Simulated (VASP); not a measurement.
# B (P6/mmm) in VASP: further runs

B is run at these levels: PBEsol; tasks: single point.

Program: VASP 6.6.1. These are calculated values, not measurements. Logs are shortened: lines on timing, memory, paths and dates and some standing lists are left out, and cuts for length are marked.

### Step 1. The cell of the first run

Symmetry: P6/mmm, No. 191, hexagonal system. Conventional cell: a = 1.677 Å, b = 1.677 Å, c = 3.744 Å, α = 90.00°, β = 90.00°, γ = 120.00°. Within 2.2 Å of B (site symmetry 6/mmm) lie 6 B at 1.68 Å.

### Step 2. Single point, PBEsol (strain -0.015 along x and y, +0.030 along z)

INCAR

```
SYSTEM = B
PREC = Accurate
ENCUT = 520
EDIFF = 1E-6
ISMEAR = 0
SIGMA = 0.15
LREAL = .False.
LASPH = .True.
NELM = 80
ALGO = Normal
ISIF = 2
LWAVE = .False.
LCHARG = .False.
GGA = PS
NBANDS = 8
```

KPOINTS

```
regular mesh
0
Gamma
  33 33 14
  0 0 0
```

POSCAR

```
B
1.0
    1.6768970722      0.0000000000      0.0000000000
   -0.8384485361      1.4522354640      0.0000000000
    0.0000000000      0.0000000000      3.7444855355
B
1
Direct
    0.0000000000      0.0000000000      0.0000000000
```

Potentials or basis: VASP PAW PBE potentials, release 64 (B).

Command:

```sh
> cat potpaw_PBE.64/B/POTCAR > POTCAR
> mpirun -np 1 vasp_std > vasp.out
```

OUTCAR:

```text
SYSTEM = B
   PREC = Accurate
   ENCUT = 520
   EDIFF = 1E-6
   ISMEAR = 0
   LREAL = .False.
   LASPH = .True.
   NELM = 80
   ISIF = 2
   GGA = PS

 ion  position               nearest neighbor table
   1  0.000  0.000  0.000-

  LATTYP: Found a hexagonal cell.
 ALAT       =     1.6768970722
 C/A-ratio  =     2.2329847178

  Lattice vectors:

 A1 = (   1.6768970722,   0.0000000000,   0.0000000000)
 A2 = (  -0.8384485361,   1.4522354640,   0.0000000000)
 A3 = (   0.0000000000,   0.0000000000,   3.7444855355)

Analysis of symmetry for initial positions (statically):
=====================================================================
 Subroutine PRICEL returns:
 Original cell was already a primitive cell.

 Routine SETGRP: Setting up the symmetry group for a
 hexagonal supercell.

 Subroutine GETGRP returns: Found 24 space group operations
 (whereof 24 operations were pure point group operations)
 out of a pool of 24 trial point group operations.

The static configuration has the point symmetry D_6h.

Analysis of symmetry for dynamics (positions and initial velocities):
=====================================================================
 Subroutine PRICEL returns:
 Original cell was already a primitive cell.

 Routine SETGRP: Setting up the symmetry group for a
 hexagonal supercell.

 Subroutine GETGRP returns: Found 24 space group operations
 (whereof 24 operations were pure point group operations)
 out of a pool of 24 trial point group operations.

The dynamic configuration has the point symmetry D_6h.

 Subroutine INISYM returns: Found 24 space group operations
 (whereof 24 operations are pure point group operations),
 and found     1 'primitive' translations

----------------------------------------------------------------------------------------

                                     Primitive cell

  volume of cell :       9.1188

  direct lattice vectors                    reciprocal lattice vectors
     1.676897072  0.000000000  0.000000000     0.596339523  0.344296784  0.000000000
    -0.838448536  1.452235464  0.000000000     0.000000000  0.688593568  0.000000000
     0.000000000  0.000000000  3.744485535     0.000000000  0.000000000  0.267059384

  length of vectors
     1.676897072  1.676897072  3.744485535     0.688593568  0.688593568  0.267059384

  position of ions in fractional coordinates (direct lattice)
     0.000000000  0.000000000  0.000000000

  ion indices of the primitive-cell ions
   primitive index   ion index
                 1           1

----------------------------------------------------------------------------------------

 KPOINTS: regular mesh

Automatic generation of k-mesh.
 Grid dimensions read from file:
 generate k-points for:   33   33   14

 Generating k-lattice:

  Cartesian coordinates                     Fractional coordinates (reciprocal lattice)
     0.018070895  0.010433236  0.000000000     0.030303030  0.000000000  0.000000000
     0.000000000  0.020866472  0.000000000     0.000000000  0.030303030  0.000000000
     0.000000000  0.000000000  0.019075670     0.000000000  0.000000000  0.071428571

  Length of vectors
     0.020866472  0.020866472  0.019075670

  Shift w.r.t. Gamma in fractional coordinates (k-lattice)
     0.000000000  0.000000000  0.000000000

 Subroutine IBZKPT returns following result:
 ===========================================

 Found    864 irreducible k-points:

 Following reciprocal coordinates:
            Coordinates               Weight
  0.000000  0.000000  0.000000      1.000000
  0.030303  0.000000  0.000000      6.000000
  0.060606  0.000000  0.000000      6.000000
  0.090909  0.000000  0.000000      6.000000
  0.121212  0.000000  0.000000      6.000000
  0.151515  0.000000  0.000000      6.000000
[... 16 lines left out ...]
  0.181818  0.030303  0.000000     12.000000
  0.212121  0.030303  0.000000     12.000000
 [... further k-points ...]
   k-points           NKPTS =    864   k-points in BZ     NKDIM =    864   number of bands    NBANDS=      8
   number of dos      NEDOS =    301   number of ions     NIONS =      1
   total plane-waves  NPLWV =   4032
   dimension x,y,z NGX =    12 NGY =   12 NGZ =   28
   dimension x,y,z NGXF=    24 NGYF=   24 NGZF=   56
   ions per type =               1
   NGX,Y,Z   is equivalent  to a cutoff of  11.90, 11.90, 12.43 a.u.
   NGXF,Y,Z  is equivalent  to a cutoff of  23.79, 23.79, 24.86 a.u.
 SYSTEM =  B
   PREC   = accura    normal or accurate (medium, high low for compatibility)
   ISTART =      0    job   : 0-new  1-cont  2-samecut
   ICHARG =      2    charge: 1-file 2-atom 10-const
   ISPIN  =      1    spin polarized calculation?
   LNONCOLLINEAR =      F non collinear calculations
   LSORBIT =      F    spin-orbit coupling
   LASPH  =      T    aspherical Exc in radial PAW
   ENCUT  =  520.0 eV  38.22 Ry    6.18 a.u.   3.12  3.12  6.96*2*pi/ulx,y,z
   NELM   =     80;   NELMIN=  2; NELMDL= -5     # of ELM steps
   EDIFF  = 0.1E-05   stopping-criterion for ELM
   LREAL  =      F    real-space projection
   EDIFFG = 0.1E-04   stopping-criterion for IOM
   NSW    =      0    number of steps for IOM
   IBRION =     -1    ionic relax: 0-MD 1-quasi-New 2-CG
   NFREE  =      0    steps in history (QN), initial steepest desc. (CG)
   ISIF   =      2    stress and relaxation
   ISYM   =      2    0-nonsym 1-usesym 2-fastsym
   POTIM  = 0.5000    time-step for ionic-motion
   TEBEG  =    0.0;   TEEND  =   0.0 temperature during run
   PSTRESS=    0.0 pullay stress
   NELECT =       3.0000    total number of electrons
   NUPDOWN=      -1.0000    fix difference up-down
   EMIN   =  10.00;   EMAX   =-10.00  energy-range for DOS
   EFERMI =   0.00;   METHOD = LEGACY
   ISMEAR =     0;   SIGMA  =   0.15  broadening in eV -4-tet -1-fermi 0-gaus
   EFERMI_NEDOS =   21; number of points for ismear=-14 and -15
   IALGO  =     38    algorithm
   IMIX   =      4    mixing-type and parameters
     AMIX     =   0.40;   BMIX     =  1.00
     AMIX_MAG =   1.60;   BMIX_MAG =  1.00
  volume/ion in A,a.u.               =       9.12        61.54
  Fermi-wavevector in a.u.,A,eV,Ry     =   1.130152  2.135677 17.377942  1.277243
  Thomas-Fermi vector in A             =   2.266847
   LORBIT       =      0    0 simple, 1 ext, 2 COOP (PROOUT), +10 PAW based schemes
   GGA     = PS    functional components
   LHFCALC =     F    Hartree Fock is set to
   AEXX    =    0.0000 exact exchange contribution
   IVDW    =     0    specifies the selected vdW correction
   LEPSILON=     F    determine dielectric tensor
   LRPA    =     F    only Hartree local field effects (RPA)
 non-spin polarized calculation
 Gauss-broadening in eV      SIGMA  =   0.15
  energy-cutoff  :      520.00
  volume of cell :        9.12
 maximum number of plane-waves:       258
   NGX =  7   NGY =  7   NGZ = 13

 number of electron       3.0000000 magnetization

 Free energy of the ion-electron system (eV)
  ---------------------------------------------------
  ext. energy  EPLUGINS =         0.00000000
  ---------------------------------------------------
  free energy    TOTEN  =        -6.28804051 eV

  energy without entropy =       -6.28509881  energy(sigma->0) =       -6.28656966

 E-fermi :   5.2950     XC(G=0): -10.1295

 val. band max:        5.2950021638   @ k =   0.3939   0.2121   0.4286
 cond. band min:       5.3007955658   @ k =   0.3939   0.2121   0.5000
 fundamental gap:      0.0057934020
 Fermi energy:         5.2950242777

 k-point     1 :       0.0000    0.0000    0.0000
  band No.  band energies     occupation
      1     -12.3030      2.00000
      2      -2.0631      2.00000
      3       7.0846      0.00000
      4      29.2881      0.00000
      5      31.1971      0.00000
      6      31.1971      0.00000
      7      34.9151      0.00000
      8      52.8129      0.00000

 k-point     2 :       0.0303    0.0000    0.0000
  band No.  band energies     occupation
      1     -12.2599      2.00000
      2      -2.0005      2.00000
      3       7.1396      0.00000
      4      29.3403      0.00000
      5      30.8878      0.00000
      6      31.0489      0.00000
      7      35.1215      0.00000
      8      51.4344      0.00000

 k-point     3 :       0.0606    0.0000    0.0000
  band No.  band energies     occupation
      1     -12.1309      2.00000
      2      -1.8128      2.00000
      3       7.3042      0.00000
      4      29.4956      0.00000
      5      30.0789      0.00000
      6      30.6272      0.00000
      7      35.6057      0.00000
      8      49.3342      0.00000

 k-point     4 :       0.0909    0.0000    0.0000
  band No.  band energies     occupation
      1     -11.9164      2.00000
      2      -1.5002      2.00000
      3       7.5777      0.00000
      4      28.9262      0.00000
      5      29.7498      0.00000
      6      29.9896      0.00000
      7      36.1723      0.00000
      8      47.5273      0.00000

 k-point     5 :       0.1212    0.0000    0.0000
  band No.  band energies     occupation
      1     -11.6168      2.00000
      2      -1.0633      2.00000
      3       7.9586      0.00000
      4      27.5051      0.00000
      5      29.2068      0.00000
      6      30.0944      0.00000
      7      36.7066      0.00000
      8      46.2110      0.00000
[... 177 lines left out ...]
 k-point    22 :       0.1515    0.0303    0.0000
  band No.  band energies     occupation
      1     -10.9784      2.00000
      2      -0.1299      2.00000
      3       8.7644      0.00000
      4      24.9767      0.00000
      5      27.6180      0.00000
      6      30.7748      0.00000
      7      37.5151      0.00000
      8      45.1962      0.00000

 k-point    23 :       0.1818    0.0303    0.0000
  band No.  band energies     occupation
      1     -10.4721      2.00000
      2       0.6136      2.00000
      3       9.3920      0.00000
      4      23.1136      0.00000
      5      26.7406      0.00000
      6      31.2339      0.00000
      7      37.8556      0.00000
      8      44.8892      0.00000

 k-point    24 :       0.2121    0.0303    0.0000
  band No.  band energies     occupation
      1      -9.8872      2.00000
      2       1.4766      2.00000
      3      10.0925      0.00000
      4      21.2070      0.00000
      5      25.8974      0.00000
      6      31.6106      0.00000
      7      38.1504      0.00000
      8      42.2191      0.00000

 [... further k-points ...]
[... 5 lines left out ...]
  --------------------------------------------------------------------------------------
  -------------------------------------------------------------------------------------
  Total        0.9268255      0.9268255     -0.0681472      0.0000000      0.0000000     -0.0000000
  in kB      162.8444410    162.8444410    -11.9735600      0.0000000      0.0000000     -0.0000000
  external PRESSURE =     104.5717740 kB  Pullay stress =       0.0000000 kB

 VOLUME and BASIS-vectors are now :
 -----------------------------------------------------------------------------
  energy-cutoff  :      520.00
  volume of cell :        9.12
      direct lattice vectors                 reciprocal lattice vectors
     1.676897072  0.000000000  0.000000000     0.596339523  0.344296784  0.000000000
    -0.838448536  1.452235464  0.000000000     0.000000000  0.688593568  0.000000000
     0.000000000  0.000000000  3.744485535     0.000000000  0.000000000  0.267059384

 POSITION                                       TOTAL-FORCE (eV/Angst)
 -----------------------------------------------------------------------------------
      0.00000      0.00000      0.00000         0.000000      0.000000      0.000000
 -----------------------------------------------------------------------------------
    total drift:                               -0.000000      0.000000     -0.000000

  FREE ENERGIE OF THE ION-ELECTRON SYSTEM (eV)
  ---------------------------------------------------
  free  energy   TOTEN  =        -6.2880405112 eV

  energy  without entropy=       -6.2850988099  energy(sigma->0) =       -6.28656966
```

It took 26 s on 1 thread of Intel Xeon 6975P-C, shared host; peak memory 0.15 GiB.

Results:

```
Free energy : -6.2880 eV
Pressure    : 10.5 GPa
```

Stress tensor (GPa, compression positive):
```
16.28  0.00  0.00
 0.00 16.28  0.00
 0.00  0.00 -1.20
```

Caveat: the cell differs from its parent crystal (strain -0.015 along x and y, +0.030 along z); the PAW data sets were made with another functional, which shifts forces and pressure a little.

### Step 3. Single point, PBEsol (strain +0.015 along x and y, -0.030 along z)

INCAR

```
SYSTEM = B
PREC = Accurate ; ENCUT = 520
EDIFF = 1E-7 ; ISMEAR = 0
SIGMA = 0.15 ; LREAL = .False.
LASPH = .True. ; NELM = 60
ALGO = Normal ; ISIF = 2
LWAVE = .False. ; LCHARG = .True.
GGA = PS ; LELF = .True.
LVHAR = .True. ; NBANDS = 8
```

KPOINTS is that of step 2.

POSCAR

```
B
1.0
    1.7279700794      0.0000000000      0.0000000000
   -0.8639850397      1.4964659858      0.0000000000
    0.0000000000      0.0000000000      3.5263601645
B
1
Direct
    0.0000000000      0.0000000000      0.0000000000
```

Potentials or basis: VASP PAW PBE potentials, release 64 (B).

Command:

```sh
> cat potpaw_PBE.64/B/POTCAR > POTCAR
> mpirun -np 1 vasp_std > vasp.out
```

It took 25 s on 1 thread of Intel Xeon 6975P-C, shared host; peak memory 0.16 GiB.

Results (log left out):

* Free energy: -6.3008 eV
* Pressure: -6.2 GPa

Stress tensor (GPa, compression positive):
```
-9.36  0.00  0.00
 0.00 -9.36  0.00
 0.00  0.00  0.08
```

Levels at points of the mesh, in eV from the Fermi level:
| k point | band 1 | band 2 | band 3 | band 4 | band 5 | band 6 | band 7 |
| --- | --- | --- | --- | --- | --- | --- | --- |
| (0.00, 0.00, 0.00) | -16.98 | -6.30 | 2.47 | 23.85 | 23.85 | 27.96 | 34.16 |
| (0.00, 0.00, 0.50) | -16.56 | -8.62 | 9.79 | 14.98 | 23.87 | 23.87 | 44.99 |

Caveat: the cell differs from its parent crystal (strain +0.015 along x and y, -0.030 along z); the PAW data sets were made with another functional, which shifts forces and pressure a little.
